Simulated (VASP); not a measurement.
Input of a VASP 6.6.1 run:

File INCAR:

```
ALGO = Normal
EDIFF = 1E-6
ENCUT = 520
GGA = PS
ISIF = 2
ISMEAR = 0
LASPH = T
LCHARG = T
LELF = T
LREAL = F
LVHAR = T
LWAVE = F
NBANDS = 35
NELM = 80
PREC = Accurate
SIGMA = 0.05
```

The input KPOINTS:

```
k-points
0
Gamma
  12 12 2
```

File POSCAR:

```
WS2
1.0
    3.2402578251      0.0000000000      0.0000000000
   -1.6201289126      2.7244131955      0.0000000000
    0.0000000000      0.0000000000     23.5674572586
W S
2 4
Direct
    0.3333333333      0.6666666667      0.6345758579
    0.6666666667      0.3333333333      0.3654241421
    0.3333333333      0.6666666667      0.2989469828
    0.6666666667      0.3333333333      0.5680493466
    0.3333333333      0.6666666667      0.4319506534
    0.6666666667      0.3333333333      0.7010530172
```

Potentials or basis: VASP PAW PBE potentials, release 64 (W_sv, S).

Launch:

```bash
$ cat potpaw_PBE.64/W_sv/POTCAR potpaw_PBE.64/S/POTCAR > POTCAR
$ mpirun -np 1 vasp_std > vasp.out
```

**Question.** Estimate the band gap on the k mesh.

**Answer.** 1.41 eV (least direct gap 1.74 eV).

**Question.** What does it give for the largest force?

**Answer.** 0.328 eV/Å.

Forces in eV/Å, atoms in the order of the input:
```
W    0.000 -0.196  0.001
W    0.000  0.196 -0.001
S    0.000 -0.099  0.313
S    0.000  0.098  0.310
S    0.000 -0.098 -0.310
S    0.000  0.099 -0.313
```

Caveat: the cell differs from its parent crystal (strain +0.0300 x Voigt [1, 0, 0, 0, 0, 0]); there is no dipole correction, which matters where the two faces differ; the PAW data sets were made with another functional, which shifts forces and pressure a little; spin-orbit coupling is left out, which moves the levels of the heavy elements.
